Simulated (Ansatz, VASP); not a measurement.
## WS: VASP and Ansatz over several settings

```
W S
1.0
     3.44485    0.00000    0.00000
     0.00000    3.44485    0.00000
     0.00000    0.00000    3.44485
W S
1 1
Direct
  0.50000 0.50000 0.50000
  0.00000 0.00000 0.00000
```

Single points on this cell with VASP 6.6.1 and Ansatz 0.2.0. Each row is one pair of runs. Alike in all rows: spin: off; k mesh: 4 × 4 × 4; smearing: fermi-dirac, width 0.05 eV; VASP's potentials, cutoff: VASP PAW PBE potentials, release 64 (W_sv, S), 520 eV.

```csv
level,"Ansatz's potentials, cutoff","gap on the k mesh at the Fermi level (eV), VASP","gap on the k mesh at the Fermi level (eV), Ansatz"
r2SCAN50,"Ansatz PAW, 500 eV",none,none
PBEsol-based global hybrid,"Ansatz PAW, 420 eV",none,none
B3LYP,"Ansatz PAW, 420 eV",none,none
```

A gap of «none» marks a metal or a gap that the smearing closes.

The k mesh is coarse, so the values compare programs but aren't converged. Neither program's run includes spin-orbit coupling.
